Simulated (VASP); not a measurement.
Wanted: the native input for a VASP 6.6.1 run.

```yaml
Task: single point
Functional: PBE
Potentials_or_basis: VASP PAW PBE potentials, release 64 (In_d, Sb, As)
Cutoff: 520 eV
k_mesh: 8 × 8 × 4
Occupations: gaussian, width 0.1 eV
Spin: no spin polarisation
Dipole_correction: no
Further_INCAR_settings: ALGO = Normal; EDIFF = 1e-06; NBANDS = 36
```

The structure of In3Sb2As lies in POSCAR:

```
In3Sb2As
1.0
    3.2191675677     -3.2216465519      0.0000000000
    3.2191675677      3.2216465519      0.0000000000
    0.0000000000      0.0000000000      8.3021806514
In Sb As
3 2 1
Direct
    0.2226552732      0.7773447268      0.4970774732
    0.7773447268      0.2226552732      0.4970774732
    0.0000000000      0.0000000000      0.8556679622
    0.0000000000      0.5000000000      0.1782446700
    0.5000000000      0.0000000000      0.1782446700
    0.5000000000      0.5000000000      0.7364343812
```

The cell was generated, and may not be a known phase.

One way to write it, as run:

INCAR

```
SYSTEM = In3Sb2As
ALGO = Normal
EDIFF = 1E-6
ENCUT = 520
GGA = PE
ISIF = 2
ISMEAR = 0
LASPH = .True.
LCHARG = .False.
LREAL = .False.
LWAVE = .False.
NBANDS = 36
NELM = 60
PREC = Accurate
SIGMA = 0.1
```

KPOINTS

```
k-points
0
Gamma
  8 8 4
  0 0 0
```

Potentials or basis: VASP PAW PBE potentials, release 64 (In_d, Sb, As).

Run with:

```console
$ cat potpaw_PBE.64/In_d/POTCAR potpaw_PBE.64/Sb/POTCAR potpaw_PBE.64/As/POTCAR > POTCAR
$ mpirun -np 1 vasp_std > vasp.out
```

It gave:

The pressure is 0.0 GPa and the largest force is 0.010 eV/Å. The band gap on the k mesh is zero (bands 27 and 28 overlap by 0.48 eV).

Caveat: semilocal functionals underestimate gaps, and a narrow one can read as zero; spin-orbit coupling is left out, which moves the levels of the heavy elements.

It took 3.1 min on 1 thread of Intel(R) Xeon(R) 6975P-C (Granite Rapids) (shared host), peak memory 0.5 GiB.
